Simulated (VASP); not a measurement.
Here is a VASP 6.6.1 calculation.

Contents of INCAR:

```
ALGO = Normal ; EDIFF = 1E-7
EDIFFG = -0.04 ; ENCUT = 600
GGA = PE ; IBRION = 2
ISIF = 3 ; ISMEAR = 0
LASPH = T ; LCHARG = F
LREAL = F ; LWAVE = F
NELM = 100 ; NSW = 90
PREC = Accurate ; SIGMA = 0.1
```

KPOINTS

```
k-points
0
Gamma
  6 6 2
```

Contents of POSCAR:

```
TeS2F2
1.0
    4.2380634600      0.0000000000      0.0000000000
   -2.1190317300      3.6702706200      0.0000000000
    0.0000000000      0.0000000000      8.2819844900
Te S F
1 2 2
Direct
    0.0000000000      0.0000000000      0.4799762000
    0.0000000000      0.0000000000      0.8053197500
    0.0000000000      0.0000000000      0.2674212800
    0.3333333300      0.6666666700      0.4089528300
    0.6666666700      0.3333333300      0.4089528300
```

Potentials or basis: VASP PAW PBE potentials, release 64 (Te, S, F).

The run is started by

```sh
$ cat potpaw_PBE.64/Te/POTCAR potpaw_PBE.64/S/POTCAR potpaw_PBE.64/F/POTCAR > POTCAR
$ mpirun -np 1 vasp_std > vasp.out
```

**Question.** What does it give for the space group after relaxing (to 0.1 Å)?

**Answer.** P6/mmm (No. 191).

**Question.** Predict the band gap on the k mesh.

**Answer.** Zero (bands 16 and 17 overlap by 0.70 eV).

**Question.** Estimate the relaxed volume.

**Answer.** 21.30 Å³/atom.

**Question.** What does it give for the relaxed cell?

**Answer.** a = 4.138 Å, b = 4.138 Å, c = 7.179 Å, α = 90.00°, β = 90.00°, γ = 120.00°.

Forces on the atoms (eV/Å):
```
Te   0.000  0.000 -0.007
S    0.000  0.000  0.009
S    0.000  0.000 -0.005
F    0.000  0.000  0.002
F    0.000  0.000  0.002
```

Caveat: the k points lie up to 0.44 Å⁻¹ apart in the final cell, too coarse for converged energies and pressures of a metal; the volume moved by over 15 % at a fixed basis, so the end points are rough; spin-orbit coupling is left out, which moves the levels of the heavy elements.
